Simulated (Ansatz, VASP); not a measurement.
## One calculation of La5O, two programs

```xyz
6
Lattice="5.3945 0.0000 0.0000 -2.6972 4.6718 0.0000 0.0000 0.0000 6.7284" Properties=species:S:1:pos:R:3 pbc="T T T"
La    0.0000    0.0000    3.3642
La    0.0000    3.1145    5.2074
La    2.6972    1.5573    5.2074
La    2.6972    1.5573    1.5210
La    0.0000    3.1145    1.5210
O     0.0000    0.0000    0.0000
```

Alike in both runs: functional PBE; k mesh 6 × 6 × 4; occupations gaussian, width 0.1 eV; no spin polarisation.

Ansatz relaxed the structure, and its values are those at the end. VASP's run is a single point on that final structure, the one shown.

|  | VASP | Ansatz |
| --- | --- | --- |
| version | VASP 6.6.1 | Ansatz 0.2.0 |
| potentials or method | VASP PAW PBE potentials, release 64 (La, O), cutoff 520 eV | scalar-relativistic, plane waves, PAW |
| valence electrons in the cell | 61 | 61 |

```csv
,VASP,Ansatz,Ansatz less VASP
gap on the k mesh at the Fermi level (eV),none,none,-
pressure (GPa),-0.1,-0.1,0.00
```

A gap of «none» marks a metal or a gap that the smearing closes. With one functional, cell and mesh, what is left measures potentials, basis and numerics.

Spin-orbit coupling is off throughout.
